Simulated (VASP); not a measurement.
# MnS (Fm-3m) in VASP: further runs

MnS is run at these levels: PBE, LDA, r2SCAN; tasks: single point.

Everything below comes from runs of VASP 6.6.1. Logs are shortened: lines on timing, memory, paths and dates and some standing lists are left out, and cuts for length are marked.

**1. The cell of the first run**

The structure is cubic, space group Fm-3m (No. 225). The conventional cell has a = 5.209 Å, b = 5.209 Å, c = 5.209 Å, α = 90.00°, β = 90.00°, γ = 90.00°. Mn (site symmetry m-3m) has 6 S at 2.60 Å within 3.4 Å. S (site symmetry m-3m) has 6 Mn at 2.60 Å within 3.4 Å.

**2. Single point, PBE, collinear spin, ferromagnetic start**

Input file INCAR:

```
PREC = Accurate
ENCUT = 520
EDIFF = 1E-6
ISMEAR = -1
SIGMA = 0.05
LREAL = False
LASPH = True
NELM = 150
ALGO = Normal
ISIF = 2
LWAVE = False
LCHARG = False
ISPIN = 2
MAGMOM = 8 0
LORBIT = 11
NUPDOWN = 8.0
LMAXMIX = 4
GGA = PE
NBANDS = 20
```

Input file KPOINTS:

```
regular mesh
0
Gamma
  7 7 7
```

Input file POSCAR:

```
MnS
1.0
    0.0000000000      2.6045000000      2.6045000000
    2.6045000000      0.0000000000      2.6045000000
    2.6045000000      2.6045000000      0.0000000000
Mn S
1 1
Direct
    0.0000000000      0.0000000000      0.0000000000
    0.5000000000      0.5000000000      0.5000000000
```

Potentials or basis: VASP PAW PBE potentials, release 64 (Mn_pv, S).

Run with:

```console
$ cat potpaw_PBE.64/Mn_pv/POTCAR potpaw_PBE.64/S/POTCAR > POTCAR
$ mpirun -np 1 vasp_std > vasp.out
```

OUTCAR:

```text
PREC = Accurate
   ENCUT = 520
   EDIFF = 1E-6
   ISMEAR = -1
   LREAL = False
   LASPH = True
   NELM = 150
   ISIF = 2
   ISPIN = 2
   LORBIT = 11
   NUPDOWN = 8.0
   GGA = PE

 ion  position               nearest neighbor table
   1  0.000  0.000  0.000-   2 2.60   2 2.60   2 2.60   2 2.60   2 2.60   2 2.60
   2  0.500  0.500  0.500-   1 2.60   1 2.60   1 2.60   1 2.60   1 2.60   1 2.60

  LATTYP: Found a face centered cubic cell.
 ALAT       =     5.2090000000

  Lattice vectors:

 A1 = (   0.0000000000,   2.6045000000,   2.6045000000)
 A2 = (   2.6045000000,   0.0000000000,   2.6045000000)
 A3 = (   2.6045000000,   2.6045000000,   0.0000000000)

Analysis of symmetry for initial positions (statically):
=====================================================================
 Subroutine PRICEL returns:
 Original cell was already a primitive cell.

 Routine SETGRP: Setting up the symmetry group for a
 face centered cubic supercell.

 Subroutine GETGRP returns: Found 48 space group operations
 (whereof 48 operations were pure point group operations)
 out of a pool of 48 trial point group operations.

The static configuration has the point symmetry O_h .

Analysis of symmetry for dynamics (positions and initial velocities):
=====================================================================
 Subroutine PRICEL returns:
 Original cell was already a primitive cell.

 Routine SETGRP: Setting up the symmetry group for a
 face centered cubic supercell.

 Subroutine GETGRP returns: Found 48 space group operations
 (whereof 48 operations were pure point group operations)
 out of a pool of 48 trial point group operations.

The dynamic configuration has the point symmetry O_h .

Analysis of structural, dynamic, and magnetic symmetry:
=====================================================================
 Subroutine PRICEL returns:
 Original cell was already a primitive cell.

 Routine SETGRP: Setting up the symmetry group for a
 face centered cubic supercell.

 Subroutine GETGRP returns: Found 48 space group operations
 (whereof 48 operations were pure point group operations)
 out of a pool of 48 trial point group operations.

The overall configuration has the point symmetry O_h .

 Subroutine INISYM returns: Found 48 space group operations
 (whereof 48 operations are pure point group operations),
 and found     1 'primitive' translations

----------------------------------------------------------------------------------------

                                     Primitive cell

  volume of cell :      35.3348

  direct lattice vectors                    reciprocal lattice vectors
     0.000000000  2.604500000  2.604500000    -0.191975427  0.191975427  0.191975427
     2.604500000  0.000000000  2.604500000     0.191975427 -0.191975427  0.191975427
     2.604500000  2.604500000  0.000000000     0.191975427  0.191975427 -0.191975427

  length of vectors
     3.683319223  3.683319223  3.683319223     0.332511194  0.332511194  0.332511194

  position of ions in fractional coordinates (direct lattice)
[... 8 lines left out ...]
----------------------------------------------------------------------------------------

 KPOINTS: regular mesh

Automatic generation of k-mesh.
 Grid dimensions read from file:
 generate k-points for:    7    7    7

 Generating k-lattice:

  Cartesian coordinates                     Fractional coordinates (reciprocal lattice)
    -0.027425061  0.027425061  0.027425061     0.142857143  0.000000000  0.000000000
     0.027425061 -0.027425061  0.027425061     0.000000000  0.142857143  0.000000000
     0.027425061  0.027425061 -0.027425061     0.000000000  0.000000000  0.142857143

  Length of vectors
     0.047501599  0.047501599  0.047501599

  Shift w.r.t. Gamma in fractional coordinates (k-lattice)
     0.000000000  0.000000000  0.000000000

 Subroutine IBZKPT returns following result:
 ===========================================

 Found     20 irreducible k-points:

 Following reciprocal coordinates:
            Coordinates               Weight
  0.000000  0.000000  0.000000      1.000000
  0.142857  0.000000  0.000000      8.000000
  0.285714  0.000000  0.000000      8.000000
  0.428571  0.000000  0.000000      8.000000
  0.142857  0.142857  0.000000      6.000000
  0.285714  0.142857  0.000000     24.000000
[... 12 lines left out ...]
 -0.428571  0.428571  0.142857     24.000000
 -0.285714  0.428571  0.142857     24.000000
   k-points           NKPTS =     20   k-points in BZ     NKDIM =     20   number of bands    NBANDS=     20
   number of dos      NEDOS =    301   number of ions     NIONS =      2
   total plane-waves  NPLWV =  21952
   dimension x,y,z NGX =    28 NGY =   28 NGZ =   28
   dimension x,y,z NGXF=    56 NGYF=   56 NGZF=   56
   ions per type =               1   1
   NGX,Y,Z   is equivalent  to a cutoff of  12.64, 12.64, 12.64 a.u.
   NGXF,Y,Z  is equivalent  to a cutoff of  25.28, 25.28, 25.28 a.u.
 SYSTEM =  unknown system
   PREC   = accura    normal or accurate (medium, high low for compatibility)
   ISTART =      0    job   : 0-new  1-cont  2-samecut
   ICHARG =      2    charge: 1-file 2-atom 10-const
   ISPIN  =      2    spin polarized calculation?
   LNONCOLLINEAR =      F non collinear calculations
   LSORBIT =      F    spin-orbit coupling
   LASPH  =      T    aspherical Exc in radial PAW
   ENCUT  =  520.0 eV  38.22 Ry    6.18 a.u.   6.85  6.85  6.85*2*pi/ulx,y,z
   NELM   =    150;   NELMIN=  2; NELMDL= -5     # of ELM steps
   EDIFF  = 0.1E-05   stopping-criterion for ELM
   LREAL  =      F    real-space projection
[... 7 lines left out ...]
   TEBEG  =    0.0;   TEEND  =   0.0 temperature during run
   PSTRESS=    0.0 pullay stress
   NELECT =      19.0000    total number of electrons
   NUPDOWN=       8.0000    fix difference up-down
   EMIN   =  10.00;   EMAX   =-10.00  energy-range for DOS
   EFERMI =   0.00;   METHOD = LEGACY
   ISMEAR =    -1;   SIGMA  =   0.05  broadening in eV -4-tet -1-fermi 0-gaus
   EFERMI_NEDOS =   21; number of points for ismear=-14 and -15
   IALGO  =     38    algorithm
   IMIX   =      4    mixing-type and parameters
     AMIX     =   0.40;   BMIX     =  1.00
     AMIX_MAG =   1.60;   BMIX_MAG =  1.00
  volume/ion in A,a.u.               =      17.67       119.23
  Fermi-wavevector in a.u.,A,eV,Ry     =   1.331246  2.515690 24.112464  1.772216
  Thomas-Fermi vector in A             =   2.460272
   LORBIT       =     11    0 simple, 1 ext, 2 COOP (PROOUT), +10 PAW based schemes
   GGA     = PE    functional components
   LHFCALC =     F    Hartree Fock is set to
   AEXX    =    0.0000 exact exchange contribution
   IVDW    =     0    specifies the selected vdW correction
   LEPSILON=     F    determine dielectric tensor
   LRPA    =     F    only Hartree local field effects (RPA)
 spin polarized calculation
  energy-cutoff  :      520.00
  volume of cell :       35.33
 maximum number of plane-waves:       966
   NGX = 13   NGY = 13   NGZ = 13

 number of electron      18.9999989 magnetization       7.9999995

 Free energy of the ion-electron system (eV)
  ---------------------------------------------------
  ext. energy  EPLUGINS =         0.00000000
  ---------------------------------------------------
  free energy    TOTEN  =        -4.17670479 eV

  energy without entropy =       -4.15899534  energy(sigma->0) =       -4.16785006

 E-fermi :   3.3895     XC(G=0): -10.6638

 val. band max:       11.5409746631   @ k =   0.2857   0.1429   0.0000
 cond. band min:       3.4142865402   @ k =  -0.4286   0.4286   0.1429
 fundamental gap:     -8.1266881229
 Fermi energy:        11.5853997991

 spin component 1

 k-point     1 :       0.0000    0.0000    0.0000
  band No.  band energies     occupation
      1     -44.2287      1.00000
      2     -44.2287      1.00000
      3     -44.2287      1.00000
      4      -9.3158      1.00000
      5       3.0606      1.00000
      6       3.0606      1.00000
[... 12 lines left out ...]
     19      17.4089      0.00000
     20      18.2382      0.00000

 k-point     2 :       0.1429    0.0000    0.0000
  band No.  band energies     occupation
      1     -44.2303      1.00000
      2     -44.2289      1.00000
      3     -44.2289      1.00000
      4      -9.1293      1.00000
      5       1.8316      1.00000
      6       2.1698      1.00000
[... 12 lines left out ...]
     19      17.3637      0.00000
     20      19.1599      0.00000

 k-point     3 :       0.2857    0.0000    0.0000
  band No.  band energies     occupation
      1     -44.2338      1.00000
      2     -44.2294      1.00000
      3     -44.2294      1.00000
      4      -8.6523      1.00000
      5       0.0266      1.00000
      6       1.4184      1.00000
[... 12 lines left out ...]
     19      17.2696      0.00000
     20      22.5850      0.00000

 k-point     4 :       0.4286    0.0000    0.0000
  band No.  band energies     occupation
      1     -44.2366      1.00000
      2     -44.2299      1.00000
      3     -44.2299      1.00000
      4      -8.1836      1.00000
      5      -1.1983      1.00000
      6       1.0201      1.00000
[... 334 lines left out ...]
     19      20.4566      0.00000
     20      21.7238      0.00000

 k-point    19 :      -0.4286    0.4286    0.1429
  band No.  band energies     occupation
      1     -44.2353      1.00000
      2     -44.2326      1.00000
      3     -44.2317      1.00000
      4      -7.9881      1.00000
      5      -0.2618      1.00000
      6       1.0208      1.00000
[... 12 lines left out ...]
     19      20.5590      0.00000
     20      21.1352      0.00000

 k-point    20 :      -0.2857    0.4286    0.1429
  band No.  band energies     occupation
      1     -44.2344      1.00000
      2     -44.2340      1.00000
      3     -44.2315      1.00000
      4      -7.9205      1.00000
      5       0.0538      1.00000
      6       0.1749      1.00000
[... 12 lines left out ...]
     19      20.9368      0.00000
     20      22.2685      0.00000
 Fermi energy:         3.3895197991

 spin component 2

 k-point     1 :       0.0000    0.0000    0.0000
  band No.  band energies     occupation
      1     -39.2006      1.00000
      2     -39.2006      1.00000
      3     -39.2006      1.00000
      4      -7.2918      1.00000
      5       5.3137      0.00000
      6       5.3137      0.00000
[... 12 lines left out ...]
     19      20.0334      0.00000
     20      21.3398      0.00000

 k-point     2 :       0.1429    0.0000    0.0000
  band No.  band energies     occupation
      1     -39.2026      1.00000
      2     -39.2009      1.00000
      3     -39.2009      1.00000
      4      -7.1095      1.00000
      5       4.1088      0.00000
      6       4.8423      0.00000
[... 12 lines left out ...]
     19      19.6868      0.00000
     20      21.7519      0.00000

 k-point     3 :       0.2857    0.0000    0.0000
  band No.  band energies     occupation
      1     -39.2070      1.00000
      2     -39.2015      1.00000
      3     -39.2015      1.00000
      4      -6.6452      1.00000
      5       2.2749      1.00000
      6       4.1688      0.00000
[... 12 lines left out ...]
     19      19.9432      0.00000
     20      24.6506      0.00000

 k-point     4 :       0.4286    0.0000    0.0000
  band No.  band energies     occupation
      1     -39.2106      1.00000
      2     -39.2020      1.00000
      3     -39.2020      1.00000
      4      -6.1930      1.00000
      5       1.0473      1.00000
      6       3.7784      0.00042
[... 337 lines left out ...]
 k-point    19 :      -0.4286    0.4286    0.1429
  band No.  band energies     occupation
      1     -39.2089      1.00000
      2     -39.2054      1.00000
      3     -39.2043      1.00000
      4      -5.9747      1.00000
      5       1.8632      1.00000
      6       3.2205      0.96712
[... 12 lines left out ...]
     19      22.7624      0.00000
     20      23.5505      0.00000

 k-point    20 :      -0.2857    0.4286    0.1429
  band No.  band energies     occupation
      1     -39.2077      1.00000
      2     -39.2072      1.00000
      3     -39.2041      1.00000
      4      -5.9116      1.00000
      5       2.2883      1.00000
      6       2.2911      1.00000
[... 12 lines left out ...]
     19      23.1205      0.00000
     20      24.5987      0.00000

------------------------ aborting loop because EDIFF is reached ----------------------------------------

  FORCE on cell =-STRESS in cart. coord.  units (eV):
  Direction    XX          YY          ZZ          XY          YZ          ZX
  --------------------------------------------------------------------------------------
  -------------------------------------------------------------------------------------
  Total        8.6586788      8.6586788      8.6586788      0.0000000     -0.0000000      0.0000000
  in kB      392.6079884    392.6079884    392.6079884      0.0000000     -0.0000000      0.0000000
  external PRESSURE =     392.6079884 kB  Pullay stress =       0.0000000 kB

 VOLUME and BASIS-vectors are now :
 -----------------------------------------------------------------------------
  energy-cutoff  :      520.00
  volume of cell :       35.33
      direct lattice vectors                 reciprocal lattice vectors
     0.000000000  2.604500000  2.604500000    -0.191975427  0.191975427  0.191975427
     2.604500000  0.000000000  2.604500000     0.191975427 -0.191975427  0.191975427
     2.604500000  2.604500000  0.000000000     0.191975427  0.191975427 -0.191975427

 POSITION                                       TOTAL-FORCE (eV/Angst)
 -----------------------------------------------------------------------------------
      0.00000      0.00000      0.00000         0.000000     -0.000000      0.000000
      2.60450      2.60450      2.60450        -0.000000      0.000000     -0.000000
 -----------------------------------------------------------------------------------
    total drift:                               -0.000000      0.000000      0.000000

  FREE ENERGIE OF THE ION-ELECTRON SYSTEM (eV)
  ---------------------------------------------------
  free  energy   TOTEN  =        -4.1767047896 eV

  energy  without entropy=       -4.1589953383  energy(sigma->0) =       -4.16785006

 total charge

# of ion       s       p       d       tot
------------------------------------------
    1        0.391   6.266   4.720  11.377
    2        1.422   2.061   0.000   3.483
--------------------------------------------------
tot          1.814   8.327   4.720  14.860

 magnetization (x)

# of ion       s       p       d       tot
------------------------------------------
    1        0.249   0.207   4.550   5.006
    2        0.117   0.969   0.000   1.086
--------------------------------------------------
tot          0.367   1.176   4.550   6.092
```

Run time: 56 s. Hardware: 1 thread of AMD EPYC 7R13, shared host; peak memory 0.15 GiB.

What came out:

```yaml
Free_energy: -4.1767 eV
Pressure: 39.3 GPa
Net_moment: 8.00 μB per cell
Site_moments: Mn +5.01; S +1.09 μB
Valence_electrons_inside_the_program's_atomic_spheres: Mn 11.38; S 3.48
```

Caveat: the total moment is fixed, so each spin has its own Fermi level; a cell with one magnetic atom can't hold antiferromagnetic order, which such compounds often take.

**3. Single point, LDA, collinear spin, ferromagnetic start**

Changes to INCAR since step 2:

```diff
@@ -13,7 +13,5 @@
 ISPIN = 2
-MAGMOM = 8 0
+MAGMOM = 4 0
 LORBIT = 11
-NUPDOWN = 8.0
 LMAXMIX = 4
-GGA = PE
 NBANDS = 20
```

Input file KPOINTS:

```
Automatic mesh
0
Gamma
  7 7 7
```

POSCAR is that of step 2.

Potentials or basis: VASP PAW LDA potentials, release 64 (Mn_pv, S).

Run with:

```console
$ cat potpaw_LDA.64/Mn_pv/POTCAR potpaw_LDA.64/S/POTCAR > POTCAR
$ mpirun -np 1 vasp_std > vasp.out
```

OUTCAR:

```text
PREC = Accurate
   ENCUT = 520
   EDIFF = 1E-6
   ISMEAR = -1
   LREAL = False
   LASPH = True
   NELM = 150
   ISIF = 2
   ISPIN = 2
   LORBIT = 11

 ion  position               nearest neighbor table
   1  0.000  0.000  0.000-   2 2.60   2 2.60   2 2.60   2 2.60   2 2.60   2 2.60
   2  0.500  0.500  0.500-   1 2.60   1 2.60   1 2.60   1 2.60   1 2.60   1 2.60

  LATTYP: Found a face centered cubic cell.
 ALAT       =     5.2090000000

  Lattice vectors:

 A1 = (   0.0000000000,   2.6045000000,   2.6045000000)
 A2 = (   2.6045000000,   0.0000000000,   2.6045000000)
 A3 = (   2.6045000000,   2.6045000000,   0.0000000000)

Analysis of symmetry for initial positions (statically):
=====================================================================
 Subroutine PRICEL returns:
 Original cell was already a primitive cell.

 Routine SETGRP: Setting up the symmetry group for a
 face centered cubic supercell.

 Subroutine GETGRP returns: Found 48 space group operations
 (whereof 48 operations were pure point group operations)
[... 649 lines left out ...]
      4      -7.8145      1.00000
      5       4.7939      1.00000
      6       4.7939      1.00000
[... 449 lines left out ...]
     19      22.2796      0.00000
     20      23.7571      0.00000

------------------------ aborting loop because EDIFF is reached ----------------------------------------

  FORCE on cell =-STRESS in cart. coord.  units (eV):
  Direction    XX          YY          ZZ          XY          YZ          ZX
  --------------------------------------------------------------------------------------
  -------------------------------------------------------------------------------------
  Total       -2.6530280     -2.6530280     -2.6530280     -0.0000000      0.0000000     -0.0000000
  in kB     -120.2954862   -120.2954862   -120.2954862     -0.0000000      0.0000000     -0.0000000
  external PRESSURE =    -120.2954862 kB  Pullay stress =       0.0000000 kB

 VOLUME and BASIS-vectors are now :
 -----------------------------------------------------------------------------
  energy-cutoff  :      520.00
  volume of cell :       35.33
      direct lattice vectors                 reciprocal lattice vectors
     0.000000000  2.604500000  2.604500000    -0.191975427  0.191975427  0.191975427
     2.604500000  0.000000000  2.604500000     0.191975427 -0.191975427  0.191975427
     2.604500000  2.604500000  0.000000000     0.191975427  0.191975427 -0.191975427

 POSITION                                       TOTAL-FORCE (eV/Angst)
 -----------------------------------------------------------------------------------
      0.00000      0.00000      0.00000         0.000000      0.000000      0.000000
      2.60450      2.60450      2.60450         0.000000     -0.000000     -0.000000
 -----------------------------------------------------------------------------------
    total drift:                               -0.000000      0.000000      0.000000

  FREE ENERGIE OF THE ION-ELECTRON SYSTEM (eV)
  ---------------------------------------------------
  free  energy   TOTEN  =       -14.9877385952 eV

  energy  without entropy=      -14.9791420735  energy(sigma->0) =      -14.98344033

 total charge

# of ion       s       p       d       tot
------------------------------------------
    1        0.222   6.163   4.960  11.345
    2        1.329   2.359   0.000   3.689
--------------------------------------------------
tot          1.551   8.522   4.960  15.034

 magnetization (x)

# of ion       s       p       d       tot
------------------------------------------
    1        0.046   0.033   4.010   4.089
    2        0.025   0.077   0.000   0.102
--------------------------------------------------
tot          0.071   0.110   4.010   4.191
```

Run time: 60 s. Hardware: 1 thread of AMD EPYC 7R13 (Zen 3), shared host; peak memory 0.12 GiB.

What came out:

```
Free energy                                           : -14.9877 eV
Pressure                                              : -12.0 GPa
Net moment                                            : 4.54 μB per cell
Site moments                                          : Mn +4.09; S +0.10 μB
Valence electrons inside the program's atomic spheres : Mn 11.35; S 3.69
```

Levels at points of the mesh, in eV from the Fermi level:
Spin up:
```csv
k point,band 8,band 9,band 10,band 11,band 12,band 13,band 14,band 15,band 16,band 17
"(0.00, 0.00, 0.00)",-2.97,-2.97,-1.78,-1.78,-1.78,1.78,8.72,8.72,8.72,10.62
```
Spin down:
```tsv
k point	band 3	band 4	band 5	band 6	band 7	band 8	band 9	band 10	band 11	band 12
(0.00, 0.00, 0.00)	-45.91	-14.12	-1.51	-1.51	-1.51	0.08	0.08	0.08	0.20	0.20
```

Caveat: a cell with one magnetic atom can't hold antiferromagnetic order, which such compounds often take; semilocal functionals often make such compounds metallic where correlation or magnetic order opens a gap, which also shifts bond lengths.

(Continued in part 2 of 3.)
